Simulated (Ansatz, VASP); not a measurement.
**One calculation of ZrC, two programs**

```xyz
2
Lattice="2.9237 0.0000 0.0000 0.0000 2.9237 0.0000 0.0000 0.0000 2.9237" Properties=species:S:1:pos:R:3 pbc="T T T"
Zr    0.0000    0.0000    0.0000
C     1.4619    1.4619    1.4619
```

Alike in both runs: task single point; functional PBE; k mesh 8 × 8 × 8; occupations gaussian, width 0.05 eV; no spin polarisation.

|  | VASP | Ansatz |
| --- | --- | --- |
| version | VASP 6.6.1 | Ansatz 0.2.0 |
| potentials or method | VASP PAW PBE potentials, release 64 (Zr_sv, C), cutoff 600 eV | scalar-relativistic, plane waves, PAW |
| valence electrons in the cell | 16 | 16 |

Ansatz gave:

| Item | Value |
| --- | --- |
| pressure (GPa) | -0.9 |

Task: What did VASP give for the same quantities?

Result: Pressure (GPa): -0.7.
